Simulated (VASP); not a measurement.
# BaS (I4/mmm) in VASP: a series of runs, part 2 of 2

VASP 6.6.1. Earlier steps stand in the parts before.

## 3. Electric field gradients, LDA (zz strain of -1 %)

The input, INCAR:

```
SYSTEM = BaS
PREC = Accurate
ENCUT = 520
EDIFF = 1E-8
ISMEAR = -1
SIGMA = 0.01
LREAL = .FALSE.
LASPH = .TRUE.
NELM = 60
ALGO = Normal
ISIF = 2
LWAVE = .FALSE.
LCHARG = .FALSE.
GGA = CA
LEFG = .TRUE.
NBANDS = 15
```

The input, KPOINTS:

```
regular mesh
0
G
  7 7 7
  0 0 0
```

The input, POSCAR:

```
BaS
1.0
    0.0000000000      3.1937500000      3.1618125000
    3.1937500000      0.0000000000      3.1618125000
    3.1937500000      3.1937500000      0.0000000000
Ba S
1 1
Direct
    0.0000000000      0.0000000000      0.0000000000
    0.5000000000      0.5000000000      0.5000000000
```

Potentials or basis: VASP PAW LDA potentials, release 64 (Ba_sv, S).

The run is started by

```bash
$ cat potpaw_LDA.64/Ba_sv/POTCAR potpaw_LDA.64/S/POTCAR > POTCAR
$ mpirun -np 1 vasp_std > vasp.out
```

OUTCAR:

```text
SYSTEM = BaS
   PREC = Accurate
   ENCUT = 520
   EDIFF = 1E-8
   ISMEAR = -1
   LREAL = .FALSE.
   LASPH = .TRUE.
   NELM = 60
   ISIF = 2
   GGA = CA

 ion  position               nearest neighbor table
   1  0.000  0.000  0.000-   2 3.16   2 3.16   2 3.19   2 3.19   2 3.19   2 3.19
   2  0.500  0.500  0.500-   1 3.16   1 3.16   1 3.19   1 3.19   1 3.19   1 3.19

  LATTYP: Found a body centered tetragonal cell.
 ALAT       =     4.5166445648
 C/A-ratio  =     1.4000714267

  Lattice vectors:

 A1 = (   0.0000000000,  -3.1937500000,  -3.1618125000)
 A2 = (   0.0000000000,   3.1937500000,  -3.1618125000)
 A3 = (   3.1937500000,   0.0000000000,   3.1618125000)

Analysis of symmetry for initial positions (statically):
=====================================================================
 Subroutine PRICEL returns:
 Original cell was already a primitive cell.

 Routine SETGRP: Setting up the symmetry group for a
 body centered tetragonal supercell.

 Subroutine GETGRP returns: Found 16 space group operations
 (whereof 16 operations were pure point group operations)
 out of a pool of 16 trial point group operations.

The static configuration has the point symmetry D_4h.

Analysis of symmetry for dynamics (positions and initial velocities):
=====================================================================
 Subroutine PRICEL returns:
 Original cell was already a primitive cell.

 Routine SETGRP: Setting up the symmetry group for a
 body centered tetragonal supercell.

 Subroutine GETGRP returns: Found 16 space group operations
 (whereof 16 operations were pure point group operations)
 out of a pool of 16 trial point group operations.

The dynamic configuration has the point symmetry D_4h.

 Subroutine INISYM returns: Found 16 space group operations
 (whereof 16 operations are pure point group operations),
 and found     1 'primitive' translations

----------------------------------------------------------------------------------------

                                     Primitive cell

  volume of cell :      64.5012

  direct lattice vectors                    reciprocal lattice vectors
     0.000000000  3.193750000  3.161812500    -0.156555773  0.156555773  0.158137144
     3.193750000  0.000000000  3.161812500     0.156555773 -0.156555773  0.158137144
     3.193750000  3.193750000  0.000000000     0.156555773  0.156555773 -0.158137144

  length of vectors
     4.494118083  4.494118083  4.516644565     0.272078622  0.272078622  0.272078622

  position of ions in fractional coordinates (direct lattice)
     0.000000000  0.000000000  0.000000000
     0.500000000  0.500000000  0.500000000

  ion indices of the primitive-cell ions
   primitive index   ion index
                 1           1
                 2           2

----------------------------------------------------------------------------------------

 KPOINTS: regular mesh

Automatic generation of k-mesh.
 Grid dimensions read from file:
 generate k-points for:    7    7    7
[... 83 lines left out ...]
     AMIX     =   0.40;   BMIX     =  1.00
     AMIX_MAG =   1.60;   BMIX_MAG =  1.00
  volume/ion in A,a.u.               =      32.25       217.64
  Fermi-wavevector in a.u.,A,eV,Ry     =   1.028629  1.943827 14.396025  1.058078
  Thomas-Fermi vector in A             =   2.162635
   LORBIT       =      0    0 simple, 1 ext, 2 COOP (PROOUT), +10 PAW based schemes
   GGA     = CA    functional components
   LHFCALC =     F    Hartree Fock is set to
   AEXX    =    0.0000 exact exchange contribution
   IVDW    =     0    specifies the selected vdW correction
   LEPSILON=     F    determine dielectric tensor
   LRPA    =     F    only Hartree local field effects (RPA)
 non-spin polarized calculation
  energy-cutoff  :      520.00
  volume of cell :       64.50
 maximum number of plane-waves:      1783
 NGX is ok and might be reduce to    36
   NGX = 17   NGY = 17   NGZ = 17

 number of electron      16.0000001 magnetization

 Free energy of the ion-electron system (eV)
  ---------------------------------------------------
  ext. energy  EPLUGINS =         0.00000000
  ---------------------------------------------------
  free energy    TOTEN  =       -11.16526999 eV

  energy without entropy =      -11.16526999  energy(sigma->0) =      -11.16526999

 E-fermi :   1.5386     XC(G=0):  -9.0325

 val. band max:        1.3177617464   @ k =   0.0000   0.0000   0.0000
 cond. band min:       3.2352013403   @ k =   0.4286   0.4286   0.0000
 fundamental gap:      1.9174395938
 Fermi energy:         1.5385687284

 k-point     1 :       0.0000    0.0000    0.0000
  band No.  band energies     occupation
      1     -24.6753      2.00000
      2      -9.7495      2.00000
      3      -9.7466      2.00000
      4      -9.7466      2.00000
      5      -9.0375      2.00000
      6       1.2819      2.00000
      7       1.2819      2.00000
      8       1.3178      2.00000
      9       4.6499      0.00000
     10       4.9722      0.00000
     11       4.9722      0.00000
     12       5.0433      0.00000
     13       5.9598      0.00000
     14       6.0278      0.00000
[... 401 lines left out ...]
      2     -10.6745      2.00000
      3      -9.9922      2.00000
      4      -9.8742      2.00000
      5      -8.1196      2.00000
      6      -0.1587      2.00000
      7       0.3985      2.00000
      8       0.6570      2.00000
      9       5.2113      0.00000
     10       6.3890      0.00000
     11       7.6319      0.00000
     12       7.8813      0.00000
     13       9.1132      0.00000
     14      10.2076      0.00000
     15      10.4082      0.00000

 [... further k-points ...]

------------------------ aborting loop because EDIFF is reached ----------------------------------------

  FORCE on cell =-STRESS in cart. coord.  units (eV):
  Direction    XX          YY          ZZ          XY          YZ          ZX
  --------------------------------------------------------------------------------------
  -------------------------------------------------------------------------------------
  Total       -0.6794984     -0.6794984     -0.3283824      0.0000000      0.0000000     -0.0000000
  in kB      -16.8783926    -16.8783926     -8.1568508      0.0000000      0.0000000     -0.0000000
  external PRESSURE =     -13.9712120 kB  Pullay stress =       0.0000000 kB

 VOLUME and BASIS-vectors are now :
 -----------------------------------------------------------------------------
  energy-cutoff  :      520.00
  volume of cell :       64.50
      direct lattice vectors                 reciprocal lattice vectors
     0.000000000  3.193750000  3.161812500    -0.156555773  0.156555773  0.158137144
     3.193750000  0.000000000  3.161812500     0.156555773 -0.156555773  0.158137144
     3.193750000  3.193750000  0.000000000     0.156555773  0.156555773 -0.158137144

 POSITION                                       TOTAL-FORCE (eV/Angst)
 -----------------------------------------------------------------------------------
      0.00000      0.00000      0.00000        -0.000000      0.000000      0.000000
      3.19375      3.19375      3.16181         0.000000     -0.000000      0.000000
 -----------------------------------------------------------------------------------
    total drift:                                0.000000      0.000000      0.000000

  FREE ENERGIE OF THE ION-ELECTRON SYSTEM (eV)
  ---------------------------------------------------
  free  energy   TOTEN  =       -11.1652699854 eV

  energy  without entropy=      -11.1652699854  energy(sigma->0) =      -11.16526999

 Electric field gradients (V/A^2)
---------------------------------------------------------------------
 ion       V_xx      V_yy      V_zz      V_xy      V_xz      V_yz
---------------------------------------------------------------------
   1       7.056     7.056   -14.113     0.000     0.000     0.000
   2       2.045     2.045    -4.091     0.000     0.000     0.000
---------------------------------------------------------------------

 Electric field gradients after diagonalization (V/A^2)
 (convention: |V_zz| > |V_xx| > |V_yy|)
----------------------------------------------------------------------
 ion       V_xx      V_yy      V_zz     asymmetry (V_yy - V_xx)/ V_zz
----------------------------------------------------------------------
   1       7.056     7.056   -14.113       0.000
   2       2.046     2.045    -4.091       0.000
----------------------------------------------------------------------

           NMR quadrupolar parameters

 Cq : quadrupolar parameter    Cq=e*Q*V_zz/h
 eta: asymmetry parameters     (V_yy - V_xx)/ V_zz
 Q  : nuclear electric quadrupole moment in mb (millibarn)
----------------------------------------------------------------------
 ion       Cq(MHz)       eta       Q (mb)
----------------------------------------------------------------------
   1      -0.034       0.000       1.000
   2      -0.010       0.000       1.000
----------------------------------------------------------------------
```

stdout:

```text
POSCAR found type information on POSCAR BaS
 POSCAR found :  2 types and       2 ions
 scaLAPACK will be used
 LDA part: xc-table for (Slater(with rela. corr.)+CA(PZ))
 , standard interpolation
 POSCAR, INCAR and KPOINTS ok, starting setup
 FFT: planning ... GRIDC
 FFT: planning ... GRID_SOFT
 FFT: planning ... GRID
 WAVECAR not read
 entering main loop
ion   1

ion   2
```

Wall time 35 s (1 thread of Intel Xeon Platinum 8259CL at 2.50GHz (Skylake/Cascade Lake), shared host); peak memory 0.19 GiB.

What came out:

* Free energy: -11.1653 eV
* Pressure: -1.4 GPa
* Band gap on the k mesh: 1.92 eV, indirect (least direct gap 2.06 eV)

Stress tensor (GPa, compression positive):
```
-1.69  0.00  0.00
 0.00 -1.69  0.00
 0.00  0.00 -0.82
```

Electric field gradients, principal values (V/Å²):
| atom | least | middle | greatest (by size) |
| --- | --- | --- | --- |
| 1 Ba | 7.056 | 7.056 | -14.113 |
| 2 S | 2.045 | 2.046 | -4.091 |

Caveat: the cell differs from its parent crystal (zz strain of -1 %); without QUAD_EFG the Cq values of the log hold for a quadrupole moment of 1 mb, not for the nuclei; spin-orbit coupling is left out, which moves the levels of the heavy elements.
